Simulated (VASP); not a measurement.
# PtSe2 (P-3m1) in VASP: notebook, part 2 of 2

VASP 6.6.1. The steps go on from the part before.

### Step 3. Single point, PBE (uniaxial z strain -3.0%)

INCAR reads:

```
SYSTEM = PtSe2
  ALGO = Normal
  EDIFF = 1E-7
  ENCUT = 520
  GGA = PE
  ISIF = 2
  ISMEAR = -1
  LASPH = .TRUE.
  LCHARG = .FALSE.
  LREAL = .FALSE.
  LWAVE = .FALSE.
  NBANDS = 18
  NELM = 100
  PREC = Accurate
  SIGMA = 0.02
```

KPOINTS reads:

```
k-points
0
G
  12 12 6
  0 0 0
```

POSCAR reads:

```
PtSe2
1.0
    3.7286503688      0.0000000000      0.0000000000
   -1.8643251844      3.2291059412      0.0000000000
    0.0000000000      0.0000000000      5.1188418787
Pt Se
1 2
Direct
    0.0000000000      0.0000000000      0.0000000000
    0.3333333333      0.6666666667      0.2529252967
    0.6666666667      0.3333333333      0.7470747033
```

Potentials or basis: VASP PAW PBE potentials, release 64 (Pt, Se).

Launch:

```sh
$ cat potpaw_PBE.64/Pt/POTCAR potpaw_PBE.64/Se/POTCAR > POTCAR
$ mpirun -np 1 vasp_std > vasp.out
```

OUTCAR:

```text
SYSTEM = PtSe2
   EDIFF = 1E-7
   ENCUT = 520
   GGA = PE
   ISIF = 2
   ISMEAR = -1
   LASPH = .TRUE.
   LREAL = .FALSE.
   NELM = 100
   PREC = Accurate

 ion  position               nearest neighbor table
   1  0.000  0.000  0.000-   2 2.51   3 2.51   2 2.51   3 2.51   3 2.51   2 2.51
   2  0.333  0.667  0.253-   1 2.51   1 2.51   1 2.51
   3  0.667  0.333  0.747-   1 2.51   1 2.51   1 2.51

  LATTYP: Found a hexagonal cell.
 ALAT       =     3.7286503688
 C/A-ratio  =     1.3728404040
[... 696 lines left out ...]

  FORCE on cell =-STRESS in cart. coord.  units (eV):
  Direction    XX          YY          ZZ          XY          YZ          ZX
  --------------------------------------------------------------------------------------
  -------------------------------------------------------------------------------------
  Total        2.0829088      2.0829088      1.2976611      0.0000000      0.0000000      0.0000000
  in kB       54.1470952     54.1470952     33.7338722      0.0000000      0.0000000      0.0000000
  external PRESSURE =      47.3426875 kB  Pullay stress =       0.0000000 kB

 VOLUME and BASIS-vectors are now :
 -----------------------------------------------------------------------------
  energy-cutoff  :      520.00
  volume of cell :       61.63
      direct lattice vectors                 reciprocal lattice vectors
     3.728650369  0.000000000  0.000000000     0.268193556  0.154841622  0.000000000
    -1.864325184  3.229105941  0.000000000     0.000000000  0.309683243  0.000000000
     0.000000000  0.000000000  5.118841879     0.000000000  0.000000000  0.195356689

 POSITION                                       TOTAL-FORCE (eV/Angst)
 -----------------------------------------------------------------------------------
      0.00000      0.00000      0.00000         0.000000      0.000000     -0.000000
     -0.00000      2.15274      1.29468         0.000000      0.000000      0.199156
      1.86433      1.07637      3.82416        -0.000000      0.000000     -0.199156
 -----------------------------------------------------------------------------------
    total drift:                               -0.000000     -0.000000      0.000000

  FREE ENERGIE OF THE ION-ELECTRON SYSTEM (eV)
  ---------------------------------------------------
  free  energy   TOTEN  =       -14.2236971684 eV

  energy  without entropy=      -14.2223834401  energy(sigma->0) =      -14.22304030
```

Wall time 74 s (1 thread of Intel Xeon Platinum 8488C (Sapphire Rapids), shared host); peak memory 0.26 GiB.

Results:

```yaml
Free_energy: -14.2237 eV
Pressure: 4.7 GPa
Largest_force: 0.199 eV/Å
Band_gap_on_the_k_mesh: zero (band 11 reaches 6.75 eV, above the bottom of band 12 at 6.33 eV)
```

Forces in eV/Å, atoms in the order of the input:
```
Pt   0.000  0.000  0.000
Se   0.000  0.000  0.199
Se   0.000  0.000 -0.199
```

Stress tensor (GPa, compression positive):
```
5.41 0.00 0.00
0.00 5.41 0.00
0.00 0.00 3.37
```

Caveat: the cell differs from its parent crystal (uniaxial z strain -3.0%); spin-orbit coupling is left out, which moves the levels of the heavy elements.

### Step 4. Single point, PBE (uniaxial z strain -2.0%)

INCAR reads:

```
SYSTEM = PtSe2
PREC     = Accurate       ! precision mode
ENCUT    = 520            ! plane-wave cutoff, eV
EDIFF    = 1E-7           ! SCF threshold, eV
ISMEAR   = -1             ! smearing method
SIGMA    = 0.02           ! smearing width, eV
LREAL    = .FALSE.        ! projectors in reciprocal space
LASPH    = .TRUE.         ! aspherical terms in the spheres
NELM     = 60             ! most SCF steps
ALGO     = Normal         ! electronic algorithm
ISIF     = 2              ! what is computed and relaxed
LWAVE    = .FALSE.        ! write WAVECAR
LCHARG   = .FALSE.        ! write CHGCAR
GGA      = PE             ! functional
NBANDS   = 18             ! bands
```

KPOINTS reads:

```
regular mesh
0
G
  12 12 6
  0 0 0
```

POSCAR reads:

```
PtSe2
1.0
    3.7286503688      0.0000000000      0.0000000000
   -1.8643251844      3.2291059412      0.0000000000
    0.0000000000      0.0000000000      5.1716134445
Pt Se
1 2
Direct
    0.0000000000      0.0000000000      0.0000000000
    0.3333333333      0.6666666667      0.2506482214
    0.6666666667      0.3333333333      0.7493517786
```

Launch:

```sh
$ cat potpaw_PBE.64/Pt/POTCAR potpaw_PBE.64/Se/POTCAR > POTCAR
$ mpirun -np 1 vasp_std > vasp.out
```

Run time: 2.3 min. Hardware: 1 thread of Intel Xeon Platinum 8488C (Sapphire Rapids), shared host; peak memory 0.26 GiB.

Results (log left out):

| Item | Value |
| --- | --- |
| Free energy | -14.2321 eV |
| Pressure | 4.4 GPa |
| Largest force | 0.191 eV/Å |
| Band gap on the k mesh | zero (band 11 reaches 6.56 eV, above the bottom of band 12 at 6.23 eV) |

Forces on the atoms (eV/Å):
```
Pt   0.000  0.000  0.000
Se   0.000  0.000  0.191
Se   0.000  0.000 -0.191
```

Stress tensor (GPa, compression positive):
```
5.03 0.00 0.00
0.00 5.03 0.00
0.00 0.00 3.09
```

Levels at points of the mesh, in eV from the Fermi level:
```tsv
k point	band 9	band 10	band 11	band 12	band 13	band 14
(0.00, 0.00, 0.00)	-1.05	-1.05	0.29	1.40	1.40	3.70
(0.50, 0.00, 0.00)	-3.41	-3.37	-2.98	0.61	2.19	4.68
(0.00, 0.00, 0.50)	-1.81	-1.46	-1.46	2.17	2.17	4.76
(0.50, 0.00, 0.50)	-3.18	-2.76	-1.47	0.94	1.45	4.33
```

Caveat: the cell differs from its parent crystal (uniaxial z strain -2.0%); spin-orbit coupling is left out, which moves the levels of the heavy elements.

### Step 5. Single point, PBE (uniaxial z strain -1.0%)

INCAR reads:

```
PREC = Accurate
ENCUT = 520
EDIFF = 1E-7
ISMEAR = -1
SIGMA = 0.02
LREAL = False
LASPH = True
NELM = 100
ALGO = Normal
ISIF = 2
LWAVE = False
LCHARG = False
GGA = PE
NBANDS = 18
```

KPOINTS reads:

```
regular mesh
0
Gamma
  12 12 6
```

POSCAR reads:

```
PtSe2
1.0
    3.7286503688      0.0000000000      0.0000000000
   -1.8643251844      3.2291059412      0.0000000000
    0.0000000000      0.0000000000      5.2243850103
Pt Se
1 2
Direct
    0.0000000000      0.0000000000      0.0000000000
    0.3333333333      0.6666666667      0.2484405929
    0.6666666667      0.3333333333      0.7515594071
```

Launch:

```sh
$ cat potpaw_PBE.64/Pt/POTCAR potpaw_PBE.64/Se/POTCAR > POTCAR
$ mpirun -np 1 vasp_std > vasp.out
```

Run time: 2.3 min. Hardware: 1 thread of Intel Xeon Platinum 8488C (Sapphire Rapids), shared host; peak memory 0.26 GiB.

Results (log left out):

```yaml
Free_energy: -14.2397 eV
Pressure: 4.0 GPa
Largest_force: 0.181 eV/Å
Band_gap_on_the_k_mesh: zero (band 11 reaches 6.37 eV, above the bottom of band 12 at 6.13 eV)
```

Forces on the atoms (eV/Å):
```
Pt   0.000  0.000  0.000
Se   0.000  0.000  0.181
Se   0.000  0.000 -0.181
```

Stress tensor (GPa, compression positive):
```
4.66 0.00 0.00
0.00 4.66 0.00
0.00 0.00 2.82
```

Levels at points of the mesh, in eV from the Fermi level:
```
           k point  band 7  band 8  band 9  band 10  band 11  band 12  band 13  band 14  band 15  band 16
(0.00, 0.00, 0.00)   -3.95   -2.63   -1.04    -1.04     0.23     1.45     1.45     3.76     4.01     7.32
(0.50, 0.00, 0.00)   -3.63   -3.42   -3.36    -3.35    -2.97     0.64     2.16     4.64     5.69     6.99
(0.00, 0.00, 0.50)   -3.97   -2.94   -1.81    -1.41    -1.41     2.16     2.16     4.75     6.11     6.87
(0.50, 0.00, 0.50)   -3.52   -3.43   -3.16    -2.76    -1.51     0.99     1.45     4.27     4.75     6.91
```

Caveat: the cell differs from its parent crystal (uniaxial z strain -1.0%); spin-orbit coupling is left out, which moves the levels of the heavy elements.

### Step 6. Single point, PBE

This run uses another cell than the first one, of 21.18 Å³/atom, 1.042 times its volume.

INCAR reads:

```
ALGO = Normal
EDIFF = 1E-6
ENCUT = 520
GGA = PE
ISIF = 2
ISMEAR = -1
LASPH = T
LCHARG = F
LREAL = F
LWAVE = F
NBANDS = 18
NELM = 100
PREC = Accurate
SIGMA = 0.02
```

KPOINTS reads:

```
k-points
0
Gamma
  12 12 6
```

POSCAR reads:

```
PtSe2
1.0
    3.7286503688      0.0000000000      0.0000000000
   -1.8643251844      3.2291059412      0.0000000000
    0.0000000000      0.0000000000      5.2771565760
Pt Se
1 2
Direct
    0.0000000000      0.0000000000      0.0000000000
    0.3333333333      0.6666666667      0.2462188986
    0.6666666667      0.3333333333      0.7537811014
```

Potentials or basis: VASP PAW PBE potentials, release 64 (Pt, Se).

Launch:

```sh
$ cat potpaw_PBE.64/Pt/POTCAR potpaw_PBE.64/Se/POTCAR > POTCAR
$ mpirun -np 1 vasp_std > vasp.out
```

Wall time 2.1 min (1 thread of Intel Xeon Platinum 8488C (Sapphire Rapids), shared host); peak memory 0.26 GiB.

The run converged. Its results:

| Item | Value |
| --- | --- |
| Free energy | -14.2464 eV |
| Pressure | 3.8 GPa |
| Largest force | 0.173 eV/Å |
| Band gap on the k mesh | zero (band 11 reaches 6.19 eV, above the bottom of band 12 at 6.03 eV) |

Forces on the atoms (eV/Å):
```
Pt   0.000  0.000  0.000
Se   0.000  0.000  0.173
Se   0.000  0.000 -0.173
```

Stress tensor (GPa, compression positive):
```
4.33 0.00 0.00
0.00 4.33 0.00
0.00 0.00 2.59
```

Levels at points of the mesh, in eV from the Fermi level:
| k point | band 9 | band 10 | band 11 | band 12 | band 13 | band 14 |
| --- | --- | --- | --- | --- | --- | --- |
| (0.00, 0.00, 0.00) | -1.04 | -1.04 | 0.16 | 1.50 | 1.50 | 3.82 |
| (0.50, 0.00, 0.00) | -3.35 | -3.30 | -2.96 | 0.68 | 2.13 | 4.60 |
| (0.00, 0.00, 0.50) | -1.82 | -1.37 | -1.37 | 2.15 | 2.15 | 4.73 |
| (0.50, 0.00, 0.50) | -3.15 | -2.76 | -1.54 | 1.05 | 1.46 | 4.21 |

Caveat: spin-orbit coupling is left out, which moves the levels of the heavy elements.

### Step 7. Summary

```tsv
cell	gap on the mesh (eV)	pressure (GPa)	largest force (eV/Å)
a = 3.729, b = 3.729, c = 5.066 Å, angles 90.0, 90.0, 120.0°, 3 atoms	none	5.2	0.22
a = 3.729, b = 3.729, c = 5.119 Å, angles 90.0, 90.0, 120.0°, 3 atoms	none	4.7	0.20
a = 3.729, b = 3.729, c = 5.172 Å, angles 90.0, 90.0, 120.0°, 3 atoms	none	4.4	0.19
a = 3.729, b = 3.729, c = 5.224 Å, angles 90.0, 90.0, 120.0°, 3 atoms	none	4.0	0.18
a = 3.729, b = 3.729, c = 5.277 Å, angles 90.0, 90.0, 120.0°, 3 atoms	none	3.8	0.17
```

Alike in all rows: task single point; level PBE; potentials or basis VASP PAW PBE potentials, release 64 (Pt, Se); no spin polarisation; k mesh 12 × 12 × 6; cutoff (eV) 520; smearing fermi-dirac 0.02 eV.

Caveats: spin-orbit coupling is left out, which moves the levels of the heavy elements.

Total energies depend on the potentials used, so only differences within one code and one set of settings carry meaning.
